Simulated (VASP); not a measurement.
# AlNi (Pmmm) in VASP: a series of runs, part 2 of 2

VASP 6.6.1. The steps go on from the part before.

## Step 3: Single point, PBEsol (normal strain along x -0.0367, normal strain along y +0.0367)

The input, INCAR:

```
PREC = Accurate ; ENCUT = 520
EDIFF = 1E-6 ; ISMEAR = 0
SIGMA = 0.15 ; LREAL = F
LASPH = T ; NELM = 100
ALGO = Fast ; ISIF = 2
LWAVE = F ; LCHARG = F
GGA = PS ; NBANDS = 14
```

The input, KPOINTS:

```
regular mesh
0
Gamma
  16 16 16
```

The input, POSCAR:

```
AlNi
1.0
    1.9470216155     -1.9469698762      0.0000000000
    2.0953737269      2.0953259299      0.0000000000
    0.0000000000      0.0000000000      2.8688666979
Al Ni
1 1
Direct
    0.0000000000      0.0000000000      0.0000000000
    0.5000000000      0.5000000000      0.5000000000
```

Potentials or basis: VASP PAW PBE potentials, release 64 (Al, Ni).

On the command line:

```sh
> cat potpaw_PBE.64/Al/POTCAR potpaw_PBE.64/Ni/POTCAR > POTCAR
> mpirun -np 1 vasp_std > vasp.out
```

OUTCAR:

```text
PREC = Accurate
   ENCUT = 520
   EDIFF = 1E-6
   ISMEAR = 0
   LREAL = F
   LASPH = T
   NELM = 100
   ISIF = 2
   GGA = PS

 ion  position               nearest neighbor table
   1  0.000  0.000  0.000-   2 2.48   2 2.48   2 2.48   2 2.48   2 2.48   2 2.48   2 2.48   2 2.48

   2  0.500  0.500  0.500-   1 2.48   1 2.48   1 2.48   1 2.48   1 2.48   1 2.48   1 2.48   1 2.48

  LATTYP: Found a simple monoclinic cell.
 ALAT       =     2.7534677899
 B/A-ratio  =     1.0419103897
 C/A-ratio  =     1.0761964081
 COS(beta)  =    -0.0000246925

  Lattice vectors:

 A1 = (   1.9470216155,  -1.9469698762,   0.0000000000)
 A2 = (   0.0000000000,   0.0000000000,   2.8688666979)
 A3 = (  -2.0953737269,  -2.0953259299,   0.0000000000)

Analysis of symmetry for initial positions (statically):
=====================================================================
 Subroutine PRICEL returns:
 Original cell was already a primitive cell.

 Routine SETGRP: Setting up the symmetry group for a
 simple monoclinic supercell.

 Subroutine GETGRP returns: Found  4 space group operations
 (whereof  4 operations were pure point group operations)
 out of a pool of  4 trial point group operations.

The static configuration has the point symmetry C_2h.

Analysis of symmetry for dynamics (positions and initial velocities):
=====================================================================
 Subroutine PRICEL returns:
 Original cell was already a primitive cell.

 Routine SETGRP: Setting up the symmetry group for a
 simple monoclinic supercell.

 Subroutine GETGRP returns: Found  4 space group operations
 (whereof  4 operations were pure point group operations)
 out of a pool of  4 trial point group operations.

The dynamic configuration has the point symmetry C_2h.

 Subroutine INISYM returns: Found  4 space group operations
 (whereof  4 operations are pure point group operations),
 and found     1 'primitive' translations

----------------------------------------------------------------------------------------

                                     Primitive cell

  volume of cell :      23.4079

  direct lattice vectors                    reciprocal lattice vectors
     1.947021615 -1.946969876  0.000000000     0.256802974 -0.256808832  0.000000000
     2.095373727  2.095325930  0.000000000     0.238620468  0.238626809  0.000000000
     0.000000000  0.000000000  2.868866698     0.000000000  0.000000000  0.348569699

  length of vectors
     2.753467790  2.963272145  2.868866698     0.363178391  0.337464786  0.348569699

  position of ions in fractional coordinates (direct lattice)
     0.000000000  0.000000000  0.000000000
     0.500000000  0.500000000  0.500000000

  ion indices of the primitive-cell ions
   primitive index   ion index
                 1           1
                 2           2

----------------------------------------------------------------------------------------

 KPOINTS: regular mesh

Automatic generation of k-mesh.
 Grid dimensions read from file:
 generate k-points for:   16   16   16

 Generating k-lattice:

  Cartesian coordinates                     Fractional coordinates (reciprocal lattice)
     0.016050186 -0.016050552  0.000000000     0.062500000  0.000000000  0.000000000
     0.014913779  0.014914176  0.000000000    -0.000000000  0.062500000  0.000000000
[... 42 lines left out ...]
   total plane-waves  NPLWV =  11520
   dimension x,y,z NGX =    20 NGY =   24 NGZ =   24
   dimension x,y,z NGXF=    40 NGYF=   48 NGZF=   48
   ions per type =               1   1
   NGX,Y,Z   is equivalent  to a cutoff of  12.08, 13.46, 13.91 a.u.
   NGXF,Y,Z  is equivalent  to a cutoff of  24.15, 26.93, 27.82 a.u.
 SYSTEM =  unknown system
   PREC   = accura    normal or accurate (medium, high low for compatibility)
   ISTART =      0    job   : 0-new  1-cont  2-samecut
   ICHARG =      2    charge: 1-file 2-atom 10-const
   ISPIN  =      1    spin polarized calculation?
   LNONCOLLINEAR =      F non collinear calculations
   LSORBIT =      F    spin-orbit coupling
   LASPH  =      T    aspherical Exc in radial PAW
   ENCUT  =  520.0 eV  38.22 Ry    6.18 a.u.   5.12  5.51  5.33*2*pi/ulx,y,z
   NELM   =    100;   NELMIN=  2; NELMDL= -5     # of ELM steps
   EDIFF  = 0.1E-05   stopping-criterion for ELM
   LREAL  =      F    real-space projection
   EDIFFG = 0.1E-04   stopping-criterion for IOM
   NSW    =      0    number of steps for IOM
   IBRION =     -1    ionic relax: 0-MD 1-quasi-New 2-CG
   NFREE  =      0    steps in history (QN), initial steepest desc. (CG)
   ISIF   =      2    stress and relaxation
   ISYM   =      2    0-nonsym 1-usesym 2-fastsym
   POTIM  = 0.5000    time-step for ionic-motion
   TEBEG  =    0.0;   TEEND  =   0.0 temperature during run
   PSTRESS=    0.0 pullay stress
   NELECT =      13.0000    total number of electrons
   NUPDOWN=      -1.0000    fix difference up-down
   EMIN   =  10.00;   EMAX   =-10.00  energy-range for DOS
   EFERMI =   0.00;   METHOD = LEGACY
   ISMEAR =     0;   SIGMA  =   0.15  broadening in eV -4-tet -1-fermi 0-gaus
   EFERMI_NEDOS =   21; number of points for ismear=-14 and -15
   IALGO  =     68    algorithm
   IMIX   =      4    mixing-type and parameters
     AMIX     =   0.40;   BMIX     =  1.00
     AMIX_MAG =   1.60;   BMIX_MAG =  1.00
  volume/ion in A,a.u.               =      11.70        78.98
  Fermi-wavevector in a.u.,A,eV,Ry     =   1.345660  2.542928 24.637438  1.810801
  Thomas-Fermi vector in A             =   2.473555
   LORBIT       =      0    0 simple, 1 ext, 2 COOP (PROOUT), +10 PAW based schemes
   GGA     = PS    functional components
   LHFCALC =     F    Hartree Fock is set to
   AEXX    =    0.0000 exact exchange contribution
   IVDW    =     0    specifies the selected vdW correction
   LEPSILON=     F    determine dielectric tensor
   LRPA    =     F    only Hartree local field effects (RPA)
 non-spin polarized calculation
 RMM-DIIS sequential band-by-band and
 Gauss-broadening in eV      SIGMA  =   0.15
  energy-cutoff  :      520.00
  volume of cell :       23.41
 maximum number of plane-waves:       645
   NGX = 11   NGY = 11   NGZ = 11

 number of electron      13.0000004 magnetization

 Free energy of the ion-electron system (eV)
  ---------------------------------------------------
  ext. energy  EPLUGINS =         0.00000000
  ---------------------------------------------------
  free energy    TOTEN  =       -11.57381220 eV

  energy without entropy =      -11.56391069  energy(sigma->0) =      -11.56886145

 E-fermi :  10.1867     XC(G=0): -12.2700

 val. band max:       10.1818470399   @ k =   0.0000   0.0000   0.3125
 cond. band min:      10.1910663649   @ k =  -0.0625   0.3125   0.1875
 fundamental gap:      0.0092193249
 Fermi energy:        10.1866775159

 k-point     1 :       0.0000    0.0000    0.0000
  band No.  band energies     occupation
      1      -1.1105      2.00000
      2       6.8036      2.00000
      3       6.8527      2.00000
      4       8.4853      2.00000
      5       8.6150      2.00000
      6       8.6993      2.00000
      7      14.5332      0.00000
      8      15.6590      0.00000
      9      17.2120      0.00000
     10      18.0461      0.00000
     11      18.5499      0.00000
     12      24.4890      0.00000
     13      30.4650      0.00000
     14      31.5024      0.00000
[... 377 lines left out ...]
      1      -0.7289      2.00000
      2       6.8564      2.00000
      3       6.9025      2.00000
      4       8.4168      2.00000
      5       8.4736      2.00000
      6       8.5601      2.00000
      7      14.1694      0.00000
      8      14.7429      0.00000
      9      16.1546      0.00000
     10      18.6469      0.00000
     11      20.5528      0.00000
     12      26.1840      0.00000
     13      28.0015      0.00000
     14      29.6489      0.00000

 [... further k-points ...]

------------------------ aborting loop because EDIFF is reached ----------------------------------------

  FORCE on cell =-STRESS in cart. coord.  units (eV):
  Direction    XX          YY          ZZ          XY          YZ          ZX
  --------------------------------------------------------------------------------------
  -------------------------------------------------------------------------------------
  Total        0.2169505      0.2178379     -0.0028656     -0.4520101      0.0000000      0.0000000
  in kB       14.8494164     14.9101545     -0.1961365    -30.9383263      0.0000000      0.0000000
  external PRESSURE =       9.8544782 kB  Pullay stress =       0.0000000 kB

 VOLUME and BASIS-vectors are now :
 -----------------------------------------------------------------------------
  energy-cutoff  :      520.00
  volume of cell :       23.41
      direct lattice vectors                 reciprocal lattice vectors
     1.947021615 -1.946969876  0.000000000     0.256802974 -0.256808832  0.000000000
     2.095373727  2.095325930  0.000000000     0.238620468  0.238626809  0.000000000
     0.000000000  0.000000000  2.868866698     0.000000000  0.000000000  0.348569699

 POSITION                                       TOTAL-FORCE (eV/Angst)
 -----------------------------------------------------------------------------------
      0.00000      0.00000      0.00000         0.000000      0.000000      0.000000
      2.02120      0.07418      1.43443        -0.000000     -0.000000      0.000000
 -----------------------------------------------------------------------------------
    total drift:                                0.000000      0.000000      0.000000

  FREE ENERGIE OF THE ION-ELECTRON SYSTEM (eV)
  ---------------------------------------------------
  free  energy   TOTEN  =       -11.5738122034 eV

  energy  without entropy=      -11.5639106922  energy(sigma->0) =      -11.56886145
```

OSZICAR:

```text
N       E                     dE             d eps       ncg     rms          rms(c)
DAV:   1     0.395280412147E+02    0.39528E+02   -0.54013E+03 33296   0.977E+02
DAV:   2    -0.114974488548E+02   -0.51025E+02   -0.46141E+02 35136   0.181E+02
DAV:   3    -0.132237587191E+02   -0.17263E+01   -0.17086E+01 41704   0.367E+01
DAV:   4    -0.132464861683E+02   -0.22727E-01   -0.22721E-01 38670   0.383E+00
DAV:   5    -0.132471488933E+02   -0.66272E-03   -0.66271E-03 42266   0.712E-01    0.130E+01
RMM:   6    -0.153780484514E+02   -0.21309E+01   -0.16067E+01 40061   0.501E+01    0.176E+01
RMM:   7    -0.115940388161E+02    0.37840E+01   -0.44079E+00 36844   0.256E+01    0.122E+00
RMM:   8    -0.115854435974E+02    0.85952E-02   -0.10018E-01 35102   0.317E+00    0.774E-01
RMM:   9    -0.115780532027E+02    0.73904E-02   -0.31757E-02 37314   0.114E+00    0.587E-01
RMM:  10    -0.115738276677E+02    0.42255E-02   -0.87342E-03 40126   0.118E+00    0.153E-01
RMM:  11    -0.115739879584E+02   -0.16029E-03   -0.95785E-04 44537   0.367E-01    0.136E-01
RMM:  12    -0.115738025007E+02    0.18546E-03   -0.33884E-04 44908   0.199E-01    0.287E-02
RMM:  13    -0.115738105004E+02   -0.79997E-05   -0.93982E-05 45246   0.658E-02    0.774E-03
RMM:  14    -0.115738119065E+02   -0.14061E-05   -0.15841E-05 44412   0.272E-02    0.698E-03
RMM:  15    -0.115738122034E+02   -0.29687E-06   -0.19051E-06 27173   0.122E-02
   1 F= -.11573812E+02 E0= -.11568861E+02  d E =-.990151E-02
```

It took 5.5 min on 1 thread of Intel Xeon Platinum 8259CL at 2.50GHz (Skylake/Cascade Lake), shared host; peak memory 0.48 GiB.

What came out:

```yaml
Free_energy: -11.5738 eV
Pressure: 1.0 GPa
Band_gap_on_the_k_mesh: zero (an odd number of electrons rules out a gap without spin polarisation)
```

Caveat: the cell differs from its parent crystal (normal strain along x -0.0367, normal strain along y +0.0367); the PAW data sets were made with another functional, which shifts forces and pressure a little. Spin polarisation is off, so any magnetic state and its effect on volume and gap are missing.
